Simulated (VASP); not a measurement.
Set up this calculation in VASP 6.6.1, as the native input.

```yaml
Task: single point
Functional: PBE
Potentials_or_basis: VASP PAW PBE potentials, release 64 (Mg, O)
Cutoff: 520 eV
k_mesh: 12 × 12 × 12
Occupations: gaussian, width 0.1 eV
Spin: no spin polarisation
Dipole_correction: no
Further_INCAR_settings: ALGO = Normal; EDIFF = 1e-07; NBANDS = 12
```

The structure of Mg2O lies in POSCAR:

```
Mg2O
1.0
    1.5378750729      0.8878925873      5.0323066314
   -1.5378750729      0.8878925873      5.0323066314
    0.0000000000     -1.7757851747      5.0323066314
Mg O
2 1
Direct
    0.7493453619      0.7493453619      0.7493453619
    0.2506546381      0.2506546381      0.2506546381
    0.0000000000      0.0000000000      0.0000000000
```

These files were run (other wordings do the same):

INCAR

```
SYSTEM = Mg2O
PREC     = Accurate       ! precision mode
ENCUT    = 520            ! plane-wave cutoff, eV
EDIFF    = 1E-7           ! SCF threshold, eV
ISMEAR   = 0              ! smearing method
SIGMA    = 0.1            ! smearing width, eV
LREAL    = .False.        ! projectors in reciprocal space
LASPH    = .True.         ! aspherical terms in the spheres
NELM     = 80             ! most SCF steps
ALGO     = Normal         ! electronic algorithm
ISIF     = 2              ! what is computed and relaxed
LWAVE    = .False.        ! write WAVECAR
LCHARG   = .False.        ! write CHGCAR
GGA      = PE             ! functional
NBANDS   = 12             ! bands
```

KPOINTS

```
Automatic mesh
0
Gamma
  12 12 12
  0 0 0
```

Potentials or basis: VASP PAW PBE potentials, release 64 (Mg, O).

Command:

```sh
$ cat potpaw_PBE.64/Mg/POTCAR potpaw_PBE.64/O/POTCAR > POTCAR
$ mpirun -np 1 vasp_std > vasp.out
```

It gave:

```
Pressure               : -0.4 GPa
Largest force          : 0.020 eV/Å
Band gap on the k mesh : zero (bands 5 and 6 overlap by 1.36 eV)
```

Run time: 2.6 min on 1 thread of Intel Xeon 8259CL, with other jobs on the host, peak memory 0.31 GiB.
